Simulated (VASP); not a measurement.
# Zn (C2/m) in VASP: single point with PBE

Aim: the single point of Zn with PBE.

All numbers are computed with VASP 6.6.1; they aren't measurements. Logs are shortened: lines on timing, memory, paths and dates and some standing lists are left out, and cuts for length are marked.

## 1. The cell of the first run

Symmetry: C2/m, No. 12, monoclinic system. Conventional cell: a = 4.625 Å, b = 2.670 Å, c = 4.966 Å, α = 90.00°, β = 90.00°, γ = 90.00°. Zn (site symmetry m) has 12 Zn at 2.67 to 3.07 Å within 3.5 Å.

## 2. Single point, PBE (shortest bond scaled by 0.94)

The input, INCAR:

```
SYSTEM = Zn
PREC     = Accurate       ! precision mode
ENCUT    = 520            ! plane-wave cutoff, eV
EDIFF    = 1E-6           ! SCF threshold, eV
ISMEAR   = -1             ! smearing method
SIGMA    = 0.05           ! smearing width, eV
LREAL    = .FALSE.        ! projectors in reciprocal space
LASPH    = .TRUE.         ! aspherical terms in the spheres
NELM     = 60             ! most SCF steps
ALGO     = Normal         ! electronic algorithm
ISIF     = 2              ! what is computed and relaxed
LWAVE    = .FALSE.        ! write WAVECAR
LCHARG   = .FALSE.        ! write CHGCAR
GGA      = PE             ! functional
NBANDS   = 19             ! bands
```

The input, KPOINTS:

```
Automatic mesh
0
G
  13 13 6
  0 0 0
```

The input, POSCAR:

```
Zn
1.0
    2.6700000000      0.0000000000      0.0000000000
   -1.3350000000      2.3122878281      0.0000000000
    0.0000000000      0.0000000000      4.9660000000
Zn
2
Direct
    0.3133333333      0.6566666667      0.2350000000
    0.6866666667      0.3433333333      0.7650000000
```

Potentials or basis: VASP PAW PBE potentials, release 64 (Zn).

Started as:

```sh
$ cat potpaw_PBE.64/Zn/POTCAR > POTCAR
$ mpirun -np 1 vasp_std > vasp.out
```

OUTCAR:

```text
SYSTEM = Zn
   PREC = Accurate
   ENCUT = 520
   EDIFF = 1E-6
   ISMEAR = -1
   LREAL = .FALSE.
   LASPH = .TRUE.
   NELM = 60
   ISIF = 2
   GGA = PE

 ion  position               nearest neighbor table
   1  0.313  0.657  0.235-   2 2.75   2 2.82   2 2.82   2 3.00
   2  0.687  0.343  0.765-   1 2.75   1 2.82   1 2.82   1 3.00

  LATTYP: Found a hexagonal cell.
 ALAT       =     2.6700000000
 C/A-ratio  =     1.8599250936

  Lattice vectors:

 A1 = (   2.6700000000,   0.0000000000,   0.0000000000)
 A2 = (  -1.3350000000,   2.3122878281,   0.0000000000)
 A3 = (   0.0000000000,   0.0000000000,   4.9660000000)

Analysis of symmetry for initial positions (statically):
=====================================================================
 Subroutine PRICEL returns:
 Original cell was already a primitive cell.

 Routine SETGRP: Setting up the symmetry group for a
 hexagonal supercell.

 Subroutine GETGRP returns: Found  4 space group operations
 (whereof  4 operations were pure point group operations)
 out of a pool of 24 trial point group operations.

The static configuration has the point symmetry C_2h.

Analysis of symmetry for dynamics (positions and initial velocities):
=====================================================================
 Subroutine PRICEL returns:
 Original cell was already a primitive cell.

 Routine SETGRP: Setting up the symmetry group for a
 hexagonal supercell.

 Subroutine GETGRP returns: Found  4 space group operations
 (whereof  4 operations were pure point group operations)
 out of a pool of 24 trial point group operations.

The dynamic configuration has the point symmetry C_2h.

 Subroutine INISYM returns: Found  4 space group operations
 (whereof  4 operations are pure point group operations),
 and found     1 'primitive' translations

----------------------------------------------------------------------------------------

                                     Primitive cell

  volume of cell :      30.6591

  direct lattice vectors                    reciprocal lattice vectors
[... 77 lines left out ...]
 SYSTEM =  Zn
   PREC   = accura    normal or accurate (medium, high low for compatibility)
   ISTART =      0    job   : 0-new  1-cont  2-samecut
   ICHARG =      2    charge: 1-file 2-atom 10-const
   ISPIN  =      1    spin polarized calculation?
   LNONCOLLINEAR =      F non collinear calculations
   LSORBIT =      F    spin-orbit coupling
   LASPH  =      T    aspherical Exc in radial PAW
   ENCUT  =  520.0 eV  38.22 Ry    6.18 a.u.   4.96  4.96  9.23*2*pi/ulx,y,z
   NELM   =     60;   NELMIN=  2; NELMDL= -5     # of ELM steps
   EDIFF  = 0.1E-05   stopping-criterion for ELM
   LREAL  =      F    real-space projection
   EDIFFG = 0.1E-04   stopping-criterion for IOM
   NSW    =      0    number of steps for IOM
   IBRION =     -1    ionic relax: 0-MD 1-quasi-New 2-CG
   NFREE  =      0    steps in history (QN), initial steepest desc. (CG)
   ISIF   =      2    stress and relaxation
   ISYM   =      2    0-nonsym 1-usesym 2-fastsym
   POTIM  = 0.5000    time-step for ionic-motion
   TEBEG  =    0.0;   TEEND  =   0.0 temperature during run
   PSTRESS=    0.0 pullay stress
   NELECT =      24.0000    total number of electrons
   NUPDOWN=      -1.0000    fix difference up-down
   EMIN   =  10.00;   EMAX   =-10.00  energy-range for DOS
   EFERMI =   0.00;   METHOD = LEGACY
   ISMEAR =    -1;   SIGMA  =   0.05  broadening in eV -4-tet -1-fermi 0-gaus
   EFERMI_NEDOS =   21; number of points for ismear=-14 and -15
   IALGO  =     38    algorithm
   IMIX   =      4    mixing-type and parameters
     AMIX     =   0.40;   BMIX     =  1.00
     AMIX_MAG =   1.60;   BMIX_MAG =  1.00
  volume/ion in A,a.u.               =      15.33       103.45
  Fermi-wavevector in a.u.,A,eV,Ry     =   1.508778  2.851177 30.972445  2.276410
  Thomas-Fermi vector in A             =   2.619187
   LORBIT       =      0    0 simple, 1 ext, 2 COOP (PROOUT), +10 PAW based schemes
   GGA     = PE    functional components
   LHFCALC =     F    Hartree Fock is set to
   AEXX    =    0.0000 exact exchange contribution
   IVDW    =     0    specifies the selected vdW correction
   LEPSILON=     F    determine dielectric tensor
   LRPA    =     F    only Hartree local field effects (RPA)
 non-spin polarized calculation
  energy-cutoff  :      520.00
  volume of cell :       30.66
 maximum number of plane-waves:       851
   NGX =  9   NGY =  9   NGZ = 19

 number of electron      24.0000002 magnetization

 Free energy of the ion-electron system (eV)
  ---------------------------------------------------
  ext. energy  EPLUGINS =         0.00000000
  ---------------------------------------------------
  free energy    TOTEN  =        -2.20584122 eV

  energy without entropy =       -2.20410931  energy(sigma->0) =       -2.20497526

 E-fermi :   2.9841     XC(G=0): -11.5019

 val. band max:        2.9784658364   @ k =   0.3077   0.0000   0.0000
 cond. band min:       2.9932528113   @ k =   0.3846  -0.0000   0.0000
 fundamental gap:      0.0147869749
 Fermi energy:         2.9841168991

 k-point     1 :       0.0000    0.0000    0.0000
  band No.  band energies     occupation
      1      -7.3280      2.00000
      2      -5.5452      2.00000
      3      -4.8479      2.00000
      4      -4.6331      2.00000
      5      -4.6236      2.00000
      6      -4.5856      2.00000
[... 505 lines left out ...]
      6      -4.4374      2.00000
[... 11 lines left out ...]
     18      17.6973      0.00000
     19      19.0412      0.00000

 [... further k-points ...]

------------------------ aborting loop because EDIFF is reached ----------------------------------------

  FORCE on cell =-STRESS in cart. coord.  units (eV):
  Direction    XX          YY          ZZ          XY          YZ          ZX
  --------------------------------------------------------------------------------------
  -------------------------------------------------------------------------------------
  Total       -0.0679819     -0.0550854      0.1431916     -0.0111687      0.0268657      0.0465326
  in kB       -3.5525803     -2.8786370      7.4828709     -0.5836521      1.4039428      2.4316916
  external PRESSURE =       0.3505512 kB  Pullay stress =       0.0000000 kB

 VOLUME and BASIS-vectors are now :
 -----------------------------------------------------------------------------
  energy-cutoff  :      520.00
  volume of cell :       30.66
      direct lattice vectors                 reciprocal lattice vectors
     2.670000000  0.000000000  0.000000000     0.374531835  0.216236056  0.000000000
    -1.335000000  2.312287828  0.000000000     0.000000000  0.432472112  0.000000000
     0.000000000  0.000000000  4.966000000     0.000000000  0.000000000  0.201369311

 POSITION                                       TOTAL-FORCE (eV/Angst)
 -----------------------------------------------------------------------------------
     -0.04005      1.51840      1.16701         0.051192      0.029556      0.316775
      1.37505      0.79389      3.79899        -0.051192     -0.029556     -0.316775
 -----------------------------------------------------------------------------------
    total drift:                                0.000000     -0.000000     -0.000000

  FREE ENERGIE OF THE ION-ELECTRON SYSTEM (eV)
  ---------------------------------------------------
  free  energy   TOTEN  =        -2.2058412168 eV

  energy  without entropy=       -2.2041093065  energy(sigma->0) =       -2.20497526
```

It took 2.8 min on 1 thread of Intel Xeon 8259CL, shared host; peak memory 0.25 GiB.

What came out:

```
Free energy            : -2.2058 eV
Pressure               : 0.0 GPa
Largest force          : 0.322 eV/Å
Band gap on the k mesh : zero (bands 12 and 13 overlap by 4.13 eV)
```

Forces in eV/Å, atoms in the order of the input:
```
Zn   0.051  0.030  0.317
Zn  -0.051 -0.030 -0.317
```

Caveat: the cell differs from its parent crystal (shortest bond scaled by 0.94).
